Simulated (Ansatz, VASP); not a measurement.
# One calculation of CrO2, two programs

File INCAR:

```
ALGO = Normal
EDIFF = 1E-7
ENCUT = 520
ISIF = 2
ISMEAR = 0
ISPIN = 2
LASPH = True
LCHARG = False
LMAXMIX = 4
LORBIT = 11
LREAL = False
LWAVE = False
MAGMOM = 2 2 0 0 0 0
NBANDS = 37
NELM = 150
PREC = Accurate
SIGMA = 0.1
```

Contents of KPOINTS:

```
k-points
0
Gamma
  4 4 6
```

POSCAR

```
CrO2
1.0
    4.4210000000      0.0000000000      0.0000000000
    0.0000000000      4.4210000000      0.0000000000
    0.0000000000      0.0000000000      2.9170000000
Cr O
2 4
Direct
    0.0000000000      0.0000000000      0.0000000000
    0.5000000000      0.5000000000      0.5000000000
    0.3010000000      0.3010000000      0.0000000000
    0.1990000000      0.8010000000      0.5000000000
    0.6990000000      0.6990000000      0.0000000000
    0.8010000000      0.1990000000      0.5000000000
```

Input for Ansatz:

```yaml
crystal:
  lattice:
    - [4.421, 0.0, 0.0]
    - [0.0, 4.421, 0.0]
    - [0.0, 0.0, 2.917]
  atoms:
    - { symbol: Cr, position: [0.0, 0.0, 0.0], spin: 2.0 }
    - { symbol: Cr, position: [0.5, 0.5, 0.5], spin: 2.0 }
    - { symbol: O, position: [0.301, 0.301, 0.0] }
    - { symbol: O, position: [0.199, 0.801, 0.5] }
    - { symbol: O, position: [0.699, 0.699, 0.0] }
    - { symbol: O, position: [0.801, 0.199, 0.5] }
basis:
  ecutwfc: 420
kpoints:
  mp_grid: { grid: [4, 4, 6] }
hamiltonian:
  xc: lda
  pseudopotentials: { kind: paw }
scf:
  occupations: { method: gaussian, width: 0.1 }
  lower_state_search: "off"
output:
  forces: true
  stress: true
  eigenvalues: true
  populations: true
magnetization:
  spin_polarized: true
```

Alike in both runs: task single point; functional LDA; k mesh 4 × 4 × 6; occupations gaussian, width 0.1 eV; collinear spin.

```csv
,VASP,Ansatz
version,VASP 6.6.1,Ansatz 0.2.0
potentials or method,"VASP PAW LDA potentials, release 64 (Cr_pv, O), cutoff 520 eV","scalar-relativistic, plane waves, PAW"
valence electrons in the cell,48,52
```

```csv
,VASP,Ansatz,Ansatz less VASP
gap on the k mesh at the Fermi level (eV),none,none,-
pressure (GPa),-13.2,-14.0,-0.89
"traceless stress, the component that is largest in VASP (GPa)",-2.79,-2.86,-0.072
rms of the force components (eV/Å),0.173,0.180,+0.0069
net moment per atom (μB),0.67,0.67,0.000
size of the moment on the site where the two differ most (μB),2.02,1.68,-0.336
```

LDA's correlation is that of Perdew and Zunger in VASP and of Perdew and Wang (1992) in Ansatz. Site moments also hang on the region over which each program counts them. Atom by atom the forces differ by 0.007 eV/Å (rms over components). A gap of «none» marks a metal or a gap that the smearing closes. VASP's potentials hold 48 valence electrons a cell and Ansatz's 52, so a difference there can come from the potentials and not from the codes.
